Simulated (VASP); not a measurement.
Set up this calculation in VASP 6.6.1, as the native input.

- Task: single point
- Functional: r2SCAN
- Potentials or basis: VASP PAW PBE potentials, release 64 (Au)
- Cutoff: 550 eV
- k mesh: 11 × 11 × 11
- Occupations: fermi-dirac, width 0.05 eV
- Spin: no spin polarisation
- Dipole correction: no
- Further INCAR settings: ALGO = Normal; EDIFF = 1e-06; NBANDS = 12

The system is Au.

```
CELL_PARAMETERS angstrom
0.00000 2.04848 2.04848
2.04848 0.00000 2.04848
2.04848 2.04848 0.00000
ATOMIC_POSITIONS crystal
Au 0.00000 0.00000 0.00000
```

This cell differs from its parent crystal: volume scaled by 1.02.

One way to write it, as run:

POSCAR

```
Au
1.0
    0.0000000000      2.0484772140      2.0484772140
    2.0484772140      0.0000000000      2.0484772140
    2.0484772140      2.0484772140      0.0000000000
Au
1
Direct
    0.0000000000      0.0000000000      0.0000000000
```

INCAR.step1

```
ALGO = Normal
EDIFF = 1E-5
ENCUT = 550
GGA = PE
GGA_COMPAT = F
ISMEAR = -1
LASPH = T
LCHARG = F
LREAL = F
LWAVE = T
NBANDS = 12
NELM = 120
PREC = Accurate
SIGMA = 0.05
```

INCAR.step2

```
ALGO = Normal
EDIFF = 1E-6
ENCUT = 550
GGA_COMPAT = F
ISIF = 2
ISMEAR = -1
ISTART = 1
LASPH = T
LCHARG = F
LMIXTAU = T
LREAL = F
LWAVE = F
METAGGA = R2SCAN
NBANDS = 12
NELM = 120
PREC = Accurate
SIGMA = 0.05
```

KPOINTS

```
k-points
0
Gamma
  11 11 11
```

Potentials or basis: VASP PAW PBE potentials, release 64 (Au).

Command:

```sh
$ cat potpaw_PBE.64/Au/POTCAR > POTCAR
$ cp INCAR.step1 INCAR
$ mpirun -np 1 vasp_std > vasp.out
$ cp INCAR.step2 INCAR
$ mpirun -np 1 vasp_std > vasp.out
```

Results of the run:

| Item | Value |
| --- | --- |
| Pressure | 3.5 GPa |

Caveat: the PAW data sets were made with another functional, which shifts forces and pressure a little.

Run time: 20 s on 1 thread of Intel(R) Xeon(R) 6975P-C (Granite Rapids), on a shared host, peak memory 0.15 GiB.
